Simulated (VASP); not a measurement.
A run of VASP 6.6.1 is set up as follows.

POSCAR

```
SnS2
1.0
    3.6607565998      0.0000000000      0.0000000000
   -1.8303782999      3.1703082125      0.0000000000
    0.0000000000      0.0000000000      5.9617937781
Sn S
1 2
Direct
    0.0000000000      0.0000000000      0.0000000000
    0.3333333333      0.6666666667      0.2455909578
    0.6666666667      0.3333333333      0.7544090422
```

Contents of INCAR.step1:

```
SYSTEM = SnS2
PREC = Accurate
ENCUT = 400
EDIFF = 1E-5
ISMEAR = 0
SIGMA = 0.01
LREAL = .FALSE.
LASPH = .TRUE.
NELM = 120
ALGO = Normal
ISIF = 2
LWAVE = .TRUE.
LCHARG = .FALSE.
NBANDS = 20
GGA = PE
GGA_COMPAT = .FALSE.
KPAR = 4
```

File INCAR.step2:

```
SYSTEM = SnS2
PREC = Accurate
ENCUT = 400
EDIFF = 1E-6
ISMEAR = 0
SIGMA = 0.01
LREAL = .FALSE.
LASPH = .TRUE.
NELM = 120
ALGO = Normal
ISIF = 2
LWAVE = .FALSE.
LCHARG = .FALSE.
GGA = PE
LHFCALC = .TRUE.
HFSCREEN = 0.2079
PRECFOCK = Normal
NBANDS = 20
ISTART = 1
GGA_COMPAT = .FALSE.
KPAR = 4
```

Contents of KPOINTS:

```
Automatic mesh
0
G
  6 6 4
  0 0 0
```

Potentials or basis: VASP PAW PBE potentials, release 64 (Sn_d, S).

The run is started by

```bash
$ cat potpaw_PBE.64/Sn_d/POTCAR potpaw_PBE.64/S/POTCAR > POTCAR
$ cp INCAR.step1 INCAR
$ mpirun -np 4 vasp_std > vasp.out
$ cp INCAR.step2 INCAR
$ mpirun -np 4 vasp_std > vasp.out
```

Question: Predict the largest force.

Answer: 0.273 eV/Å.

Question: What does it give for the band gap on the k mesh?

Answer: 2.40 eV (least direct gap 2.76 eV).

Question: Estimate the pressure.

Answer: -0.3 GPa.

Forces in eV/Å, atoms in the order of the input:
```
Sn   0.000  0.000  0.000
S    0.000  0.000 -0.273
S    0.000  0.000  0.273
```

Caveat: the PAW data sets were made with another functional, which shifts forces and pressure a little; spin-orbit coupling is left out, which moves the levels of the heavy elements; this functional lacks dispersion, which binds layers or chains, so the pressure and a relaxed spacing across them are unreliable. A k mesh can miss the band edges.
